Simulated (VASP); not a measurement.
# MgS in VASP: notebook

The runs below take MgS through single point, with LDA.

Program: VASP 6.6.1. These are calculated values, not measurements. Logs are shortened: lines on timing, memory, paths and dates and some standing lists are left out, and cuts for length are marked.

## 1. The cell of the first run

The structure is tetragonal, space group I4/mmm (No. 139). The conventional cell has a = 3.626 Å, b = 3.626 Å, c = 5.103 Å, α = 90.00°, β = 90.00°, γ = 90.00°. Within 3.4 Å of Mg (site symmetry 4/mmm) lie 6 S at 2.55 to 2.56 Å. Within 3.4 Å of S (site symmetry 4/mmm) lie 6 Mg at 2.55 to 2.56 Å.

## 2. Single point, LDA (z stretched by -0.5 %, x and y held)

The input, INCAR:

```
SYSTEM = MgS
ALGO = Normal
EDIFF = 1E-7
ENCUT = 520
GGA = CA
ISIF = 2
ISMEAR = 0
LASPH = .TRUE.
LCHARG = .FALSE.
LREAL = .FALSE.
LWAVE = .FALSE.
NBANDS = 11
NELM = 100
PREC = Accurate
SIGMA = 0.01
```

The input, KPOINTS:

```
k-points
0
G
  8 8 8
  0 0 0
```

The input, POSCAR:

```
MgS
1.0
    0.0000000000      2.5641824518      2.5513615395
    2.5641824518      0.0000000000      2.5513615395
    2.5641824518      2.5641824518      0.0000000000
Mg S
1 1
Direct
    0.0000000000      0.0000000000      0.0000000000
    0.5000000000      0.5000000000      0.5000000000
```

Potentials or basis: VASP PAW LDA potentials, release 64 (Mg, S).

The run is started by

```sh
$ cat potpaw_LDA.64/Mg/POTCAR potpaw_LDA.64/S/POTCAR > POTCAR
$ mpirun -np 1 vasp_std > vasp.out
```

OUTCAR:

```text
SYSTEM = MgS
   EDIFF = 1E-7
   ENCUT = 520
   GGA = CA
   ISIF = 2
   ISMEAR = 0
   LASPH = .TRUE.
   LREAL = .FALSE.
   NELM = 100
   PREC = Accurate

 ion  position               nearest neighbor table
   1  0.000  0.000  0.000-   2 2.55   2 2.55   2 2.56   2 2.56   2 2.56   2 2.56
   2  0.500  0.500  0.500-   1 2.55   1 2.55   1 2.56   1 2.56   1 2.56   1 2.56

  LATTYP: Found a body centered tetragonal cell.
 ALAT       =     3.6263015997
 C/A-ratio  =     1.4071424945

  Lattice vectors:

 A1 = (   0.0000000000,  -2.5641824518,  -2.5513615395)
 A2 = (   0.0000000000,   2.5641824518,  -2.5513615395)
 A3 = (   2.5641824518,   0.0000000000,   2.5513615395)

Analysis of symmetry for initial positions (statically):
=====================================================================
 Subroutine PRICEL returns:
 Original cell was already a primitive cell.

 Routine SETGRP: Setting up the symmetry group for a
 body centered tetragonal supercell.

 Subroutine GETGRP returns: Found 16 space group operations
 (whereof 16 operations were pure point group operations)
 out of a pool of 16 trial point group operations.

The static configuration has the point symmetry D_4h.

Analysis of symmetry for dynamics (positions and initial velocities):
=====================================================================
 Subroutine PRICEL returns:
 Original cell was already a primitive cell.

 Routine SETGRP: Setting up the symmetry group for a
 body centered tetragonal supercell.

 Subroutine GETGRP returns: Found 16 space group operations
 (whereof 16 operations were pure point group operations)
 out of a pool of 16 trial point group operations.

The dynamic configuration has the point symmetry D_4h.

 Subroutine INISYM returns: Found 16 space group operations
 (whereof 16 operations are pure point group operations),
 and found     1 'primitive' translations

----------------------------------------------------------------------------------------

                                     Primitive cell

  volume of cell :      33.5506

  direct lattice vectors                    reciprocal lattice vectors
     0.000000000  2.564182452  2.551361540    -0.194993925  0.194993925  0.195973794
     2.564182452  0.000000000  2.551361540     0.194993925 -0.194993925  0.195973794
     2.564182452  2.564182452  0.000000000     0.194993925  0.194993925 -0.195973794

  length of vectors
     3.617247206  3.617247206  3.626301600     0.338306058  0.338306058  0.338306058

  position of ions in fractional coordinates (direct lattice)
     0.000000000  0.000000000  0.000000000
     0.500000000  0.500000000  0.500000000

  ion indices of the primitive-cell ions
   primitive index   ion index
                 1           1
                 2           2

----------------------------------------------------------------------------------------

 KPOINTS: k-points

Automatic generation of k-mesh.
 Grid dimensions read from file:
 generate k-points for:    8    8    8

 Generating k-lattice:

  Cartesian coordinates                     Fractional coordinates (reciprocal lattice)
    -0.024374241  0.024374241  0.024496724     0.125000000  0.000000000  0.000000000
     0.024374241 -0.024374241  0.024496724     0.000000000  0.125000000  0.000000000
     0.024374241  0.024374241 -0.024496724    -0.000000000 -0.000000000  0.125000000

  Length of vectors
     0.042288257  0.042288257  0.042288257

  Shift w.r.t. Gamma in fractional coordinates (k-lattice)
     0.000000000  0.000000000  0.000000000

 Subroutine IBZKPT returns following result:
 ===========================================

 Found     59 irreducible k-points:

 Following reciprocal coordinates:
            Coordinates               Weight
  0.000000  0.000000  0.000000      1.000000
  0.125000  0.000000  0.000000      8.000000
  0.250000  0.000000  0.000000      8.000000
  0.375000  0.000000  0.000000      8.000000
  0.500000  0.000000  0.000000      4.000000
  0.125000  0.125000  0.000000      2.000000
[... 16 lines left out ...]
  0.250000  0.000000  0.125000     16.000000
  0.375000 -0.000000  0.125000     16.000000
 [... further k-points ...]
   k-points           NKPTS =     59   k-points in BZ     NKDIM =     59   number of bands    NBANDS=     11
   number of dos      NEDOS =    301   number of ions     NIONS =      2
   total plane-waves  NPLWV =  21952
   dimension x,y,z NGX =    28 NGY =   28 NGZ =   28
   dimension x,y,z NGXF=    56 NGYF=   56 NGZF=   56
   ions per type =               1   1
   NGX,Y,Z   is equivalent  to a cutoff of  12.87, 12.87, 12.84 a.u.
   NGXF,Y,Z  is equivalent  to a cutoff of  25.74, 25.74, 25.67 a.u.
 SYSTEM =  MgS
   PREC   = accura    normal or accurate (medium, high low for compatibility)
   ISTART =      0    job   : 0-new  1-cont  2-samecut
   ICHARG =      2    charge: 1-file 2-atom 10-const
   ISPIN  =      1    spin polarized calculation?
   LNONCOLLINEAR =      F non collinear calculations
   LSORBIT =      F    spin-orbit coupling
   LASPH  =      T    aspherical Exc in radial PAW
   ENCUT  =  520.0 eV  38.22 Ry    6.18 a.u.   6.73  6.73  6.74*2*pi/ulx,y,z
   NELM   =    100;   NELMIN=  2; NELMDL= -5     # of ELM steps
   EDIFF  = 0.1E-06   stopping-criterion for ELM
   LREAL  =      F    real-space projection
   EDIFFG = 0.1E-05   stopping-criterion for IOM
   NSW    =      0    number of steps for IOM
   IBRION =     -1    ionic relax: 0-MD 1-quasi-New 2-CG
   NFREE  =      0    steps in history (QN), initial steepest desc. (CG)
   ISIF   =      2    stress and relaxation
   ISYM   =      2    0-nonsym 1-usesym 2-fastsym
   POTIM  = 0.5000    time-step for ionic-motion
   TEBEG  =    0.0;   TEEND  =   0.0 temperature during run
   PSTRESS=    0.0 pullay stress
   NELECT =       8.0000    total number of electrons
   NUPDOWN=      -1.0000    fix difference up-down
   EMIN   =  10.00;   EMAX   =-10.00  energy-range for DOS
   EFERMI =   0.00;   METHOD = LEGACY
   ISMEAR =     0;   SIGMA  =   0.01  broadening in eV -4-tet -1-fermi 0-gaus
   EFERMI_NEDOS =   21; number of points for ismear=-14 and -15
   IALGO  =     38    algorithm
   IMIX   =      4    mixing-type and parameters
     AMIX     =   0.40;   BMIX     =  1.00
     AMIX_MAG =   1.60;   BMIX_MAG =  1.00
  volume/ion in A,a.u.               =      16.78       113.21
  Fermi-wavevector in a.u.,A,eV,Ry     =   1.015169  1.918391 14.021721  1.030567
  Thomas-Fermi vector in A             =   2.148439
   LORBIT       =      0    0 simple, 1 ext, 2 COOP (PROOUT), +10 PAW based schemes
   GGA     = CA    functional components
   LHFCALC =     F    Hartree Fock is set to
   AEXX    =    0.0000 exact exchange contribution
   IVDW    =     0    specifies the selected vdW correction
   LEPSILON=     F    determine dielectric tensor
   LRPA    =     F    only Hartree local field effects (RPA)
 non-spin polarized calculation
 Gauss-broadening in eV      SIGMA  =   0.01
  energy-cutoff  :      520.00
  volume of cell :       33.55
 maximum number of plane-waves:       934
   NGX = 13   NGY = 13   NGZ = 13

 number of electron       7.9999999 magnetization

 Free energy of the ion-electron system (eV)
  ---------------------------------------------------
  ext. energy  EPLUGINS =         0.00000000
  ---------------------------------------------------
  free energy    TOTEN  =        -9.59218623 eV

  energy without entropy =       -9.59218623  energy(sigma->0) =       -9.59218623

 E-fermi :   4.0966     XC(G=0): -10.1889

 val. band max:        4.0366926872   @ k =   0.0000   0.0000   0.0000
 cond. band min:       6.6708184483   @ k =   0.5000   0.5000   0.0000
 fundamental gap:      2.6341257612
 Fermi energy:         4.0965536477

 k-point     1 :       0.0000    0.0000    0.0000
  band No.  band energies     occupation
      1      -8.8986      2.00000
      2       4.0141      2.00000
      3       4.0367      2.00000
      4       4.0367      2.00000
      5       7.9137      0.00000
      6      11.8132      0.00000
      7      11.8132      0.00000
      8      11.8668      0.00000
      9      14.3081      0.00000
     10      14.3799      0.00000
     11      16.4954      0.00000

 k-point     2 :       0.1250    0.0000    0.0000
  band No.  band energies     occupation
      1      -8.7332      2.00000
      2       2.9204      2.00000
      3       3.9115      2.00000
      4       3.9206      2.00000
      5       8.7064      0.00000
      6      11.5504      0.00000
      7      12.0810      0.00000
      8      12.1223      0.00000
      9      13.6725      0.00000
     10      13.7261      0.00000
     11      16.7943      0.00000

 k-point     3 :       0.2500    0.0000    0.0000
  band No.  band energies     occupation
      1      -8.2821      2.00000
      2       1.0478      2.00000
      3       3.6702      2.00000
      4       3.6727      2.00000
      5       8.9817      0.00000
      6      11.7200      0.00000
      7      11.7823      0.00000
      8      12.4577      0.00000
      9      14.2805      0.00000
     10      14.2862      0.00000
     11      15.9673      0.00000

 k-point     4 :       0.3750    0.0000    0.0000
  band No.  band energies     occupation
      1      -7.7206      2.00000
      2      -0.5086      2.00000
      3       3.4520      2.00000
      4       3.4642      2.00000
      5       8.6297      0.00000
      6      11.0481      0.00000
      7      11.1071      0.00000
      8      14.0885      0.00000
      9      15.6117      0.00000
     10      16.3115      0.00000
     11      16.3296      0.00000
[... 239 lines left out ...]
 k-point    22 :       0.1250    0.0000    0.1250
  band No.  band energies     occupation
      1      -8.6798      2.00000
      2       2.9810      2.00000
      3       3.6553      2.00000
      4       3.6839      2.00000
      5       9.0773      0.00000
      6      10.8217      0.00000
      7      12.4778      0.00000
      8      12.5558      0.00000
      9      12.5849      0.00000
     10      14.6318      0.00000
     11      17.8142      0.00000

 k-point    23 :       0.2500    0.0000    0.1250
  band No.  band energies     occupation
      1      -8.3258      2.00000
      2       1.5822      2.00000
      3       3.3587      2.00000
      4       3.4159      2.00000
      5       9.5921      0.00000
      6      10.7484      0.00000
      7      11.3694      0.00000
      8      12.7900      0.00000
      9      13.8423      0.00000
     10      15.0687      0.00000
     11      17.4433      0.00000

 k-point    24 :       0.3750   -0.0000    0.1250
  band No.  band energies     occupation
      1      -7.7934      2.00000
      2       0.0345      2.00000
      3       3.0202      2.00000
      4       3.1650      2.00000
      5       9.2516      0.00000
      6      10.5700      0.00000
      7      12.0454      0.00000
      8      12.3951      0.00000
      9      15.5726      0.00000
     10      16.9077      0.00000
     11      17.0261      0.00000

 [... further k-points ...]
[... 5 lines left out ...]
  --------------------------------------------------------------------------------------
  -------------------------------------------------------------------------------------
  Total       -0.0716784     -0.0716784      0.0600143      0.0000000      0.0000000     -0.0000000
  in kB       -3.4229399     -3.4229399      2.8659286      0.0000000      0.0000000     -0.0000000
  external PRESSURE =      -1.3266504 kB  Pullay stress =       0.0000000 kB

 VOLUME and BASIS-vectors are now :
 -----------------------------------------------------------------------------
  energy-cutoff  :      520.00
  volume of cell :       33.55
      direct lattice vectors                 reciprocal lattice vectors
     0.000000000  2.564182452  2.551361540    -0.194993925  0.194993925  0.195973794
     2.564182452  0.000000000  2.551361540     0.194993925 -0.194993925  0.195973794
     2.564182452  2.564182452  0.000000000     0.194993925  0.194993925 -0.195973794

 POSITION                                       TOTAL-FORCE (eV/Angst)
 -----------------------------------------------------------------------------------
      0.00000      0.00000      0.00000         0.000000     -0.000000      0.000000
      2.56418      2.56418      2.55136        -0.000000      0.000000      0.000000
 -----------------------------------------------------------------------------------
    total drift:                                0.000000      0.000000      0.000000

  FREE ENERGIE OF THE ION-ELECTRON SYSTEM (eV)
  ---------------------------------------------------
  free  energy   TOTEN  =        -9.5921862325 eV

  energy  without entropy=       -9.5921862325  energy(sigma->0) =       -9.59218623
```

Run time: 20 s. Hardware: 1 thread of AMD EPYC 7R43 (Zen 3), shared host; peak memory 0.12 GiB.

What came out:

| Item | Value |
| --- | --- |
| Free energy | -9.5922 eV |
| Pressure | -0.1 GPa |
| Band gap on the k mesh | 2.63 eV, indirect (least direct gap 3.88 eV) |

Stress tensor (GPa, compression positive):
```
-0.34  0.00  0.00
 0.00 -0.34  0.00
 0.00  0.00  0.29
```

Levels at points of the mesh, in eV from the valence-band top:
| k point | band 2 | band 3 | band 4 | band 5 | band 6 | band 7 |
| --- | --- | --- | --- | --- | --- | --- |
| (0.00, 0.00, 0.00) | -0.02 | 0.00 | 0.00 | 3.88 | 7.78 | 7.78 |
| (0.50, 0.00, 0.00) | -5.18 | -0.67 | -0.65 | 4.44 | 6.76 | 6.82 |
| (0.50, 0.50, 0.00) | -4.52 | -1.84 | -1.84 | 2.63 | 4.08 | 12.30 |
| (0.50, 0.00, 0.50) | -4.52 | -1.84 | -1.80 | 2.66 | 4.10 | 12.25 |

Caveat: the cell differs from its parent crystal (z stretched by -0.5 %, x and y held). A k mesh can miss the band edges.

[end of part 1 of 2]
